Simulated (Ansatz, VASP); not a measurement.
Given: the input of a run of VASP 6.6.1 on TiO2.

Contents of INCAR:

```
PREC     = Accurate       # precision mode
ENCUT    = 520            # plane-wave cutoff, eV
EDIFF    = 1E-6           # SCF threshold, eV
ISMEAR   = -1             # smearing method
SIGMA    = 0.05           # smearing width, eV
LREAL    = F              # projectors in reciprocal space
LASPH    = T              # aspherical terms in the spheres
NELM     = 60             # most SCF steps
ALGO     = Normal         # electronic algorithm
ISIF     = 2              # what is computed and relaxed
LWAVE    = F              # write WAVECAR
LCHARG   = F              # write CHGCAR
GGA      = PE             # functional
ALDAC    = 0.0          
AGGAC    = 0.0          
NBANDS   = 33             # bands
```

The input KPOINTS:

```
regular mesh
0
Gamma
  10 10 10
```

The input POSCAR:

```
TiO2
1.0
   -1.8794009597      1.8794009597      4.7253708500
    1.8794009597     -1.8794009597      4.7253708500
    1.8794009597      1.8794009597     -4.7253708500
Ti O
2 4
Direct
    0.7500000000      0.2500000000      0.5000000000
    0.0000000000      0.0000000000      0.0000000000
    0.7919000000      0.7919000000      0.0000000000
    0.5419000000      0.0419000000      0.5000000000
    0.9581000000      0.4581000000      0.5000000000
    0.2081000000      0.2081000000      0.0000000000
```

Potentials or basis: VASP PAW PBE potentials, release 64 (Ti_sv, O).

Command:

```bash
$ cat potpaw_PBE.64/Ti_sv/POTCAR potpaw_PBE.64/O/POTCAR > POTCAR
$ mpirun -np 1 vasp_std > vasp.out
```

Problem. Translate it to Ansatz 0.2.0. Potentials there: Ansatz PAW.

Solution. As run (the cutoff follows the program's own potentials):

File input.yaml:

```yaml
crystal:
  lattice:
    - [-1.8794009597, 1.8794009597, 4.72537085]
    - [1.8794009597, -1.8794009597, 4.72537085]
    - [1.8794009597, 1.8794009597, -4.72537085]
  atoms:
    - { symbol: Ti, position: [0.75, 0.25, 0.5] }
    - { symbol: Ti, position: [0.0, 0.0, 0.0] }
    - { symbol: O, position: [0.7919, 0.7919, 0.0] }
    - { symbol: O, position: [0.5419, 0.0419, 0.5] }
    - { symbol: O, position: [0.9581, 0.4581, 0.5] }
    - { symbol: O, position: [0.2081, 0.2081, 0.0] }
hamiltonian:
  xc: { exchange: pbe, correlation: none }
  pseudopotentials: { kind: paw }
kpoints:
  mp_grid: { grid: [10, 10, 10] }
scf:
  occupations: { method: fermi_dirac, width: 0.05 }
output:
  forces: true
  stress: true
  eigenvalues: true
```

Potentials or basis: Ansatz PAW.

Command:

```sh
$ ansatz run input.yaml --threads 2 --pin off --max-ram 5120MiB --backend cpu --events-out ev --progress --plain --runs-dir out
```

Both were run:

|  | VASP | Ansatz | Ansatz less VASP |
| --- | --- | --- | --- |
| gap on the k mesh at the Fermi level (eV) | 2.21 | 2.23 | +0.025 |
| least direct gap on the mesh (eV) | 2.53 | 2.56 | +0.021 |
| rms of the force components (eV/Å) | 0.284 | 0.271 | -0.0130 |

VASP's potentials were made for PBE, not for PBE exchange alone. Atom by atom the forces differ by 0.013 eV/Å (rms over components). The functional is the same, so the differences come from potentials, cutoffs and numerics.
